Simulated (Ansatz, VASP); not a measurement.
Ag: VASP beside Ansatz

The input INCAR:

```
ALGO = Normal
EDIFF = 1E-6
ENCUT = 520
GGA = PE
ISIF = 2
ISMEAR = -1
LASPH = T
LCHARG = F
LREAL = F
LWAVE = F
NBANDS = 12
NELM = 80
PREC = Accurate
SIGMA = 0.1
```

Contents of KPOINTS:

```
k-points
0
Gamma
  15 15 15
```

File POSCAR:

```
Ag
1.0
    0.0000000000      2.0018950000      2.0427500000
    2.0018950000      0.0000000000      2.0427500000
    2.0018950000      2.0018950000      0.0000000000
Ag
1
Direct
    0.0000000000      0.0000000000      0.0000000000
```

Input for Ansatz:

```yaml
crystal:
  lattice:
    - [0.0, 2.0018949999999998, 2.04275]
    - [2.0018949999999998, 0.0, 2.04275]
    - [2.0018949999999998, 2.0018949999999998, 0.0]
  atoms:
    - { symbol: Ag, position: [0.0, 0.0, 0.0] }
accuracy: medium
basis:
  ecutwfc: 470.0
  xc_grid: 2
kpoints:
  mp_grid:
    grid: [15, 15, 15]
hamiltonian:
  xc: pbe
scf:
  convergence:
    dr2_threshold: 1.0e-08
  mixing:
    algorithm: broyden
    beta: 0.2
    ndim: 6
  occupations:
    method: fermi_dirac
  eigensolver:
    kind: davidson
output:
  stress: true
```

Alike in both runs: task single point; functional PBE; k mesh 15 × 15 × 15; no spin polarisation.

|  | VASP | Ansatz |
| --- | --- | --- |
| version | VASP 6.6.1 | Ansatz 0.2.0 |
| potentials or method | VASP PAW PBE potentials, release 64 (Ag), cutoff 520 eV | plane waves, PAW |
| occupations | fermi-dirac, width 0.1 eV | fermi-dirac |
| valence electrons in the cell | 11 | 19 |

|  | VASP | Ansatz | Ansatz less VASP |
| --- | --- | --- | --- |
| pressure (GPa) | 9.8 | 10.0 | +0.22 |
| traceless stress, the component that is largest in VASP (GPa) | -0.52 | -0.53 | -0.013 |

VASP's potentials hold 11 valence electrons a cell and Ansatz's 19, so a difference there can come from the potentials and not from the codes. Ansatz's warnings: stress scf threshold loose.
